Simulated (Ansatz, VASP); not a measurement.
# Cs in VASP and in Ansatz

```
CELL_PARAMETERS angstrom
3.69259 0.00000 0.00000
0.00000 3.69259 0.00000
0.00000 0.00000 3.69259
ATOMIC_POSITIONS crystal
Cs 0.00000 0.00000 0.00000
```

Change from the starting cell: volume scaled by 0.4, LAPW.

Alike in both runs: task single point; functional PBE; k mesh 8 × 8 × 8; occupations fermi-dirac, width 0.08 eV; no spin polarisation.

|  | VASP | Ansatz |
| --- | --- | --- |
| version | VASP 6.6.1 | Ansatz 0.2.0 |
| potentials or method | VASP PAW PBE potentials, release 64 (Cs_sv), cutoff 520 eV | all-electron LAPW, scalar-relativistic |

Ansatz gave:

```
pressure (GPa) : 3.9
```

Q: What did VASP give for the same quantities?

A: Pressure (GPa): 4.0.

Ansatz ran all-electron here, and VASP with PAW potentials.

Neither program's run includes spin-orbit coupling.
